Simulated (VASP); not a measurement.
# NbSi (Fm-3m) in VASP: a series of runs, part 2 of 2

VASP 6.6.1. Earlier steps stand in the parts before.

### Step 3. Relaxation of cell and atoms, PBEsol, target pressure 2 GPa, at which the enthalpy is minimised

INCAR

```
SYSTEM = NbSi
  PREC = Accurate
  ENCUT = 600
  EDIFF = 1E-6
  ISMEAR = -1
  SIGMA = 0.05
  LREAL = .False.
  LASPH = .True.
  NELM = 80
  ALGO = Normal
  ISIF = 3
  LWAVE = .False.
  LCHARG = .False.
  GGA = PS
  IBRION = 2
  NSW = 60
  EDIFFG = -0.01
  PSTRESS = 20.0
```

KPOINTS

```
Automatic mesh
0
Gamma
  9 9 9
  0 0 0
```

POSCAR

```
NbSi
1.0
    0.0000000000      2.5738300000      2.5738300000
    2.5738300000      0.0000000000      2.5738300000
    2.5738300000      2.5738300000      0.0000000000
Nb Si
1 1
Direct
    0.0000000000      0.0000000000      0.0000000000
    0.5000000000      0.5000000000      0.5000000000
```

Potentials or basis: VASP PAW PBE potentials, release 64 (Nb_sv, Si).

On the command line:

```
> cat potpaw_PBE.64/Nb_sv/POTCAR potpaw_PBE.64/Si/POTCAR > POTCAR
> mpirun -np 1 vasp_std > vasp.out
```

OUTCAR:

```text
SYSTEM = NbSi
   PREC = Accurate
   ENCUT = 600
   EDIFF = 1E-6
   ISMEAR = -1
   LREAL = .False.
   LASPH = .True.
   NELM = 80
   ISIF = 3
   GGA = PS
   IBRION = 2
   NSW = 60
   EDIFFG = -0.01
   PSTRESS = 20.0

 ion  position               nearest neighbor table
   1  0.000  0.000  0.000-   2 2.57   2 2.57   2 2.57   2 2.57   2 2.57   2 2.57
   2  0.500  0.500  0.500-   1 2.57   1 2.57   1 2.57   1 2.57   1 2.57   1 2.57

  LATTYP: Found a face centered cubic cell.
 ALAT       =     5.1476600000

  Lattice vectors:

 A1 = (   0.0000000000,   2.5738300000,   2.5738300000)
 A2 = (   2.5738300000,   0.0000000000,   2.5738300000)
 A3 = (   2.5738300000,   2.5738300000,   0.0000000000)

Analysis of symmetry for initial positions (statically):
=====================================================================
 Subroutine PRICEL returns:
 Original cell was already a primitive cell.

 Routine SETGRP: Setting up the symmetry group for a
 face centered cubic supercell.

 Subroutine GETGRP returns: Found 48 space group operations
 (whereof 48 operations were pure point group operations)
 out of a pool of 48 trial point group operations.

The static configuration has the point symmetry O_h .

Analysis of symmetry for dynamics (positions and initial velocities):
=====================================================================
 Subroutine PRICEL returns:
 Original cell was already a primitive cell.

 Routine SETGRP: Setting up the symmetry group for a
 face centered cubic supercell.

 Subroutine GETGRP returns: Found 48 space group operations
 (whereof 48 operations were pure point group operations)
 out of a pool of 48 trial point group operations.

The dynamic configuration has the point symmetry O_h .

 Subroutine INISYM returns: Found 48 space group operations
 (whereof 48 operations are pure point group operations),
 and found     1 'primitive' translations

----------------------------------------------------------------------------------------

[... 126 lines left out ...]
  volume of cell :       34.10
 maximum number of plane-waves:      1153
 NGX is ok and might be reduce to    30
   NGX = 15   NGY = 15   NGZ = 15

--------------------------------------- Ionic step        1  -------------------------------------------

 number of electron      17.0000000 magnetization

 Free energy of the ion-electron system (eV)
  ---------------------------------------------------
  ext. energy  EPLUGINS =         0.00000000
  ---------------------------------------------------
  free energy    TOTEN  =       -17.22328403 eV

  energy without entropy =      -17.21281826  energy(sigma->0) =      -17.21805115

------------------------ aborting loop because EDIFF is reached ----------------------------------------

  FORCE on cell =-STRESS in cart. coord.  units (eV):
  Direction    XX          YY          ZZ          XY          YZ          ZX
  --------------------------------------------------------------------------------------
  -------------------------------------------------------------------------------------
  Total       -0.9482219     -0.9482219     -0.9482219      0.0000000      0.0000000      0.0000000
  in kB      -44.5503359    -44.5503359    -44.5503359      0.0000000      0.0000000      0.0000000
  external PRESSURE =     -64.5503359 kB  Pullay stress =      20.0000000 kB
[... 101 lines left out ...]
--------------------------------------- Ionic step        4  -------------------------------------------

 number of electron      17.0000000 magnetization

 Free energy of the ion-electron system (eV)
  ---------------------------------------------------
  ext. energy  EPLUGINS =         0.00000000
  ---------------------------------------------------
  free energy    TOTEN  =       -17.23450386 eV

  energy without entropy =      -17.22342019  energy(sigma->0) =      -17.22896202

 E-fermi :  10.6689     XC(G=0): -11.8900

 val. band max:       10.6577500151   @ k =   0.4444   0.2222   0.1111
 cond. band min:      10.6739765986   @ k =  -0.2222   0.2222   0.0000
 fundamental gap:      0.0162265835
 Fermi energy:        10.6688714852

 k-point     1 :       0.0000    0.0000    0.0000
  band No.  band energies     occupation
      1     -44.3971      2.00000
      2     -20.4494      2.00000
      3     -20.4494      2.00000
      4     -20.4494      2.00000
      5      -0.1787      2.00000
      6       9.3360      2.00000
      7       9.3360      2.00000
      8       9.3360      2.00000
      9       9.9513      2.00000
     10       9.9513      2.00000
     11      13.2544      0.00000
     12      13.2544      0.00000
[... 331 lines left out ...]
 k-point    24 :       0.4444    0.4444    0.0000
  band No.  band energies     occupation
      1     -44.3701      2.00000
      2     -20.6664      2.00000
      3     -20.5360      2.00000
      4     -20.5360      2.00000
      5       2.1312      2.00000
      6       7.0007      2.00000
      7       7.3379      2.00000
      8      10.6453      1.23170
      9      10.6453      1.23170
     10      11.0509      0.00096
     11      12.9857      0.00000
     12      12.9857      0.00000

 [... further k-points ...]
[... 5 lines left out ...]
  --------------------------------------------------------------------------------------
  -------------------------------------------------------------------------------------
  Total        0.4138451      0.4138451      0.4138451      0.0000000      0.0000000      0.0000000
  in kB       20.2644117     20.2644117     20.2644117      0.0000000      0.0000000      0.0000000
  external PRESSURE =       0.2644117 kB  Pullay stress =      20.0000000 kB
[... 21 lines left out ...]
  energy  without entropy=      -17.2234201921  energy(sigma->0) =      -17.22896202

  enthalpy is  TOTEN    =       -16.8260585998 eV   P V=        0.4084452575

 reached required accuracy - stopping structural energy minimisation
```

OSZICAR:

```text
N       E                     dE             d eps       ncg     rms          rms(c)
DAV:   1     0.146967719891E+03    0.14697E+03   -0.93142E+03   840   0.148E+03
DAV:   2    -0.863967886997E+01   -0.15561E+03   -0.14955E+03   944   0.475E+02
DAV:   3    -0.179418642814E+02   -0.93022E+01   -0.87960E+01  1296   0.873E+01
[... 36 lines left out ...]
DAV:   2    -0.172345134956E+02    0.82699E-04   -0.37350E-04  1296   0.268E-01    0.266E-02
DAV:   3    -0.172345009031E+02    0.12592E-04   -0.29122E-05  1392   0.556E-02    0.932E-03
DAV:   4    -0.172345012884E+02   -0.38534E-06   -0.10589E-05  1396   0.239E-02    0.602E-03
DAV:   5    -0.172345037999E+02   -0.25115E-05   -0.30717E-06  1056   0.202E-02    0.195E-03
DAV:   6    -0.172345038573E+02   -0.57422E-07   -0.61747E-07   444   0.894E-03
   4 F= -.16826059E+02 E0= -.16820517E+02  d E =-.284602E-01
```

It took 2 min on 1 thread of Intel Xeon 8259CL, shared host; peak memory 0.19 GiB.

What came out:

| Item | Value |
| --- | --- |
| Free energy | -17.2345 eV |
| Relaxed volume | 16.36 Å³/atom |
| Relaxed cell | a = 3.590 Å, b = 3.590 Å, c = 3.590 Å, α = 60.00°, β = 60.00°, γ = 60.00° |
| Space group after relaxing (to 0.05 Å) | Fm-3m (No. 225) |
| Energy change on relaxing (the enthalpy is what falls) | -5.6 meV/atom |
| Ionic steps | 4 |
| Pressure after relaxing | 2.0 GPa |

Step by step:
```
step  energy change (eV)  largest force (eV/Å)  pressure (GPa)  volume (Å³)
   1              0.0000                0.0000           -4.46        34.10
   2              0.0763                0.0000           13.28        30.82
   3             -0.0115                0.0000            1.89        32.75
   4             -0.0112                0.0000            2.03        32.72
```

Final structure:
```cif
data_structure
_symmetry_space_group_name_H-M 'P 1'
_symmetry_Int_Tables_number 1
_cell_length_a 3.5901
_cell_length_b 3.5901
_cell_length_c 3.5901
_cell_angle_alpha 60.000
_cell_angle_beta 60.000
_cell_angle_gamma 60.000
_cell_volume 32.72
loop_
_atom_site_label
_atom_site_type_symbol
_atom_site_fract_x
_atom_site_fract_y
_atom_site_fract_z
_atom_site_occupancy
Nb1 Nb 0.00000 0.00000 0.00000 1
Si1 Si 0.50000 0.50000 0.50000 1
```

Levels at points of the mesh, in eV from the Fermi level:
```
           k point  band 7  band 8  band 9  band 10  band 11  band 12
(0.00, 0.00, 0.00)   -1.33   -1.33   -0.72    -0.72     2.59     2.59
```

Caveat: the cell is relaxed towards a set pressure, so the enthalpy falls and the energy may rise; the PAW data sets were made with another functional, which shifts forces and pressure a little.

### Step 4. Relaxation of cell and atoms, PBEsol, target pressure 5 GPa, at which the enthalpy is minimised

INCAR

```
PREC = Accurate
ENCUT = 600
EDIFF = 1E-6
ISMEAR = -1
SIGMA = 0.05
LREAL = F
LASPH = T
NELM = 80
ALGO = Normal
ISIF = 3
LWAVE = F
LCHARG = F
GGA = PS
IBRION = 2
NSW = 60
EDIFFG = -0.01
PSTRESS = 50.0
```

KPOINTS

```
regular mesh
0
Gamma
  9 9 9
```

POSCAR is that of step 3.

On the command line:

```
> cat potpaw_PBE.64/Nb_sv/POTCAR potpaw_PBE.64/Si/POTCAR > POTCAR
> mpirun -np 1 vasp_std > vasp.out
```

Wall time 1.9 min (1 thread of Intel Xeon 8259CL, shared host); peak memory 0.19 GiB.

The run converged. Its results:

```
Free energy                                            : -17.2226 eV
Relaxed volume                                         : 16.08 Å³/atom
Relaxed cell                                           : a = 3.570 Å, b = 3.570 Å, c = 3.570 Å, α = 60.00°, β = 60.00°, γ = 60.00°
Space group after relaxing (to 0.05 Å)                 : Fm-3m (No. 225)
Energy change on relaxing (the enthalpy is what falls) : +0.4 meV/atom
Ionic steps                                            : 4
Pressure after relaxing                                : 5.0 GPa
```

The path:
```tsv
step	energy change (eV)	largest force (eV/Å)	pressure (GPa)	volume (Å³)
1	0.0000	0.0000	-4.46	34.10
2	0.2443	0.0000	24.27	29.37
3	-0.0006	0.0000	4.74	32.21
4	0.0007	0.0000	4.98	32.17
```

Final structure:
```yaml
crystal:
  lattice:
    - [0.00000, 2.52428, 2.52428]
    - [2.52428, 0.00000, 2.52428]
    - [2.52428, 2.52428, 0.00000]
  atoms:
    - { symbol: Nb, position: [0.00000, 0.00000, 0.00000] }
    - { symbol: Si, position: [0.50000, 0.50000, 0.50000] }
```

Levels at points of the mesh, in eV from the Fermi level:
| k point | band 6 | band 7 | band 8 | band 9 | band 10 | band 11 | band 12 |
| --- | --- | --- | --- | --- | --- | --- | --- |
| (0.00, 0.00, 0.00) | -1.38 | -1.38 | -1.38 | -0.74 | -0.74 | 2.63 | 2.63 |

Caveat: the cell is relaxed towards a set pressure, so the enthalpy falls and the energy may rise; the PAW data sets were made with another functional, which shifts forces and pressure a little.

### Step 5. Relaxation of cell and atoms, PBEsol, target pressure 10 GPa, at which the enthalpy is minimised

INCAR

```
PREC = Accurate ; ENCUT = 600
EDIFF = 1E-7 ; ISMEAR = -1
SIGMA = 0.05 ; LREAL = F
LASPH = T ; NELM = 80
ALGO = Normal ; ISIF = 3
LWAVE = F ; LCHARG = F
GGA = PS ; IBRION = 2
NSW = 60 ; EDIFFG = -0.01
PSTRESS = 100.0
```

KPOINTS is that of step 4.

POSCAR is that of step 4.

On the command line:

```
> cat potpaw_PBE.64/Nb_sv/POTCAR potpaw_PBE.64/Si/POTCAR > POTCAR
> mpirun -np 1 vasp_std > vasp.out
```

Wall time 2.1 min (1 thread of Intel Xeon 8259CL, shared host); peak memory 0.19 GiB.

It converged, with:

| Property | Result |
| --- | --- |
| Free energy | -17.1842 eV |
| Relaxed volume | 15.67 Å³/atom |
| Relaxed cell | a = 3.539 Å, b = 3.539 Å, c = 3.539 Å, α = 60.00°, β = 60.00°, γ = 60.00° |
| Space group after relaxing (to 0.05 Å) | Fm-3m (No. 225) |
| Energy change on relaxing (the enthalpy is what falls) | +19.5 meV/atom |
| Ionic steps | 4 |
| Pressure after relaxing | 9.9 GPa |

Step by step:
| step | energy change (eV) | largest force (eV/Å) | pressure (GPa) | volume (Å³) |
| --- | --- | --- | --- | --- |
| 1 | 0.0000 | 0.0000 | -4.40 | 34.10 |
| 2 | 0.7481 | 0.0000 | 47.66 | 27.08 |
| 3 | 0.0333 | 0.0000 | 9.30 | 31.43 |
| 4 | 0.0391 | 0.0000 | 9.90 | 31.34 |

Final structure:
```
Nb Si
1.0
     0.00000    2.50234    2.50234
     2.50234    0.00000    2.50234
     2.50234    2.50234    0.00000
Nb Si
1 1
Direct
  0.00000 0.00000 0.00000
  0.50000 0.50000 0.50000
```

Levels at points of the mesh, in eV from the Fermi level:
| k point | band 5 | band 6 | band 7 | band 8 | band 9 | band 10 | band 11 | band 12 |
| --- | --- | --- | --- | --- | --- | --- | --- | --- |
| (0.00, 0.00, 0.00) | -11.08 | -1.45 | -1.45 | -1.45 | -0.77 | -0.77 | 2.70 | 2.70 |

Caveat: the cell is relaxed towards a set pressure, so the enthalpy falls and the energy may rise; the PAW data sets were made with another functional, which shifts forces and pressure a little.

### Step 6. Relaxation of cell and atoms, PBEsol, target pressure 20 GPa, at which the enthalpy is minimised

INCAR

```
SYSTEM = NbSi
  ALGO = Normal
  EDIFF = 1E-7
  EDIFFG = -0.01
  ENCUT = 600
  GGA = PS
  IBRION = 2
  ISIF = 3
  ISMEAR = -1
  LASPH = .TRUE.
  LCHARG = .FALSE.
  LREAL = .FALSE.
  LWAVE = .FALSE.
  NELM = 100
  NSW = 60
  PREC = Accurate
  PSTRESS = 200.0
  SIGMA = 0.05
```

KPOINTS

```
k-points
0
G
  9 9 9
  0 0 0
```

POSCAR is that of step 5.

Potentials or basis: VASP PAW PBE potentials, release 64 (Nb_sv, Si).

On the command line:

```
> cat potpaw_PBE.64/Nb_sv/POTCAR potpaw_PBE.64/Si/POTCAR > POTCAR
> mpirun -np 1 vasp_std > vasp.out
```

Run time: 2.7 min. Hardware: 1 thread of Intel Xeon 8259CL, shared host; peak memory 0.19 GiB.

It converged, with:

- Free energy: -17.0513 eV
- Relaxed volume: 14.95 Å³/atom
- Relaxed cell: a = 3.484 Å, b = 3.484 Å, c = 3.484 Å, α = 60.00°, β = 60.00°, γ = 60.00°
- Space group after relaxing (to 0.05 Å): Fm-3m (No. 225)
- Energy change on relaxing (the enthalpy is what falls): +86.0 meV/atom
- Ionic steps: 5
- Pressure after relaxing: 20.0 GPa

The path:
```tsv
step	energy change (eV)	largest force (eV/Å)	pressure (GPa)	volume (Å³)
1	0.0000	0.0000	-4.40	34.10
2	2.9003	0.0000	123.16	22.82
3	0.1296	0.0000	17.25	30.26
4	0.1612	0.0000	19.33	29.98
5	0.1720	0.0000	20.01	29.90
```

Final structure:
```
Nb Si
1.0
     0.00000    2.46336    2.46336
     2.46336    0.00000    2.46336
     2.46336    2.46336    0.00000
Nb Si
1 1
Direct
  0.00000 0.00000 0.00000
  0.50000 0.50000 0.50000
```

Levels at points of the mesh, in eV from the Fermi level:
| k point | band 7 | band 8 | band 9 | band 10 | band 11 | band 12 |
| --- | --- | --- | --- | --- | --- | --- |
| (0.00, 0.00, 0.00) | -1.58 | -1.58 | -0.84 | -0.84 | 2.83 | 2.83 |

Caveat: the cell is relaxed towards a set pressure, so the enthalpy falls and the energy may rise; the PAW data sets were made with another functional, which shifts forces and pressure a little.

### Step 7. Overview

```csv
cell,gap on the mesh (eV),pressure (GPa)
relaxed,none,-0.1
relaxed to 2 GPa,none,2.0
relaxed to 5 GPa,none,5.0
relaxed to 10 GPa,none,9.9
relaxed to 20 GPa,none,20.0
```

Alike in all rows: task relaxation of cell and atoms; level PBEsol; potentials or basis VASP PAW PBE potentials, release 64 (Nb_sv, Si); no spin polarisation; k mesh 9 × 9 × 9; cutoff (eV) 600; smearing fermi-dirac 0.05 eV.

Caveats: the PAW data sets were made with another functional, which shifts forces and pressure a little; the cell is relaxed towards a set pressure, so the enthalpy falls and the energy may rise (some runs).

Total energies depend on the potentials used, so only differences within one code and one set of settings carry meaning.
